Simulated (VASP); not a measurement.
# SnO2: single point with LDA

SnO2:

```xyz
6
Lattice="5.1177 0.0000 0.0000 0.0000 4.5367 0.0000 0.0000 0.0000 3.0647" Properties=species:S:1:pos:R:3 pbc="T T T"
Sn    2.5589    2.2684    1.5323
Sn    0.0000    0.0000    0.0000
O     1.6475    1.2918    0.0000
O     4.2064    0.9766    1.5323
O     0.9113    3.5602    1.5323
O     3.4702    3.2449    0.0000
```

```yaml
Program: VASP 6.6.1
Task: single point
Functional: LDA
Potentials_or_basis: VASP PAW LDA potentials, release 64 (Sn_d, O)
Cutoff: 520 eV
k_mesh: 6 × 6 × 10
Occupations: gaussian, width 0.05 eV
Spin: no spin polarisation
Dipole_correction: no
Further_INCAR_settings: ALGO = Normal; EDIFF = 1e-07; NBANDS = 35
```

The pressure is 2.1 GPa and the largest force is 0.045 eV/Å. The band gap on the k mesh is 1.52 eV, direct.

Forces on the atoms (eV/Å):
```
Sn   0.000  0.000  0.000
Sn   0.000  0.000  0.000
O   -0.028 -0.035  0.000
O   -0.028  0.035  0.000
O    0.028 -0.035  0.000
O    0.028  0.035  0.000
```

Stress tensor (GPa, compression positive):
```
-7.43  0.00  0.00
 0.00  1.53  0.00
 0.00  0.00 12.22
```

Levels at points of the mesh, in eV from the valence-band top:
```
           k point  band 22  band 23  band 24  band 25  band 26  band 27  band 28  band 29  band 30  band 31
(0.00, 0.00, 0.00)    -1.01    -0.86    -0.75    -0.36     0.00     1.52     6.26     6.65     7.18    10.38
(0.50, 0.00, 0.00)    -2.16    -0.80    -0.80    -0.39    -0.39     4.56     4.56     7.82     7.82    10.21
(0.00, 0.50, 0.00)    -1.62    -0.91    -0.91    -0.55    -0.55     4.41     4.41     7.18     7.18    10.70
(0.50, 0.50, 0.00)    -1.78    -0.96    -0.96    -0.71    -0.71     5.07     5.07     7.63     7.63    10.35
(0.00, 0.00, 0.50)    -2.50    -1.49    -1.49    -0.97    -0.97     6.16     6.16     9.40     9.40    10.64
(0.50, 0.00, 0.50)    -1.29    -1.27    -1.27    -0.62    -0.62     6.23     6.23     7.45     7.45    11.60
(0.00, 0.50, 0.50)    -1.84    -0.64    -0.64    -0.59    -0.59     6.46     6.46     7.81     7.81    10.55
(0.50, 0.50, 0.50)    -2.46    -0.84    -0.84    -0.69    -0.69     4.77     4.77     8.48     8.48    10.93
```

Wall time 8.4 min on 1 thread of AMD EPYC 7R13, on a shared host, peak memory 0.26 GiB.

Caveat: spin-orbit coupling is left out, which moves the levels of the heavy elements. A hybrid or GW would open this gap; LDA tends to underestimate it.
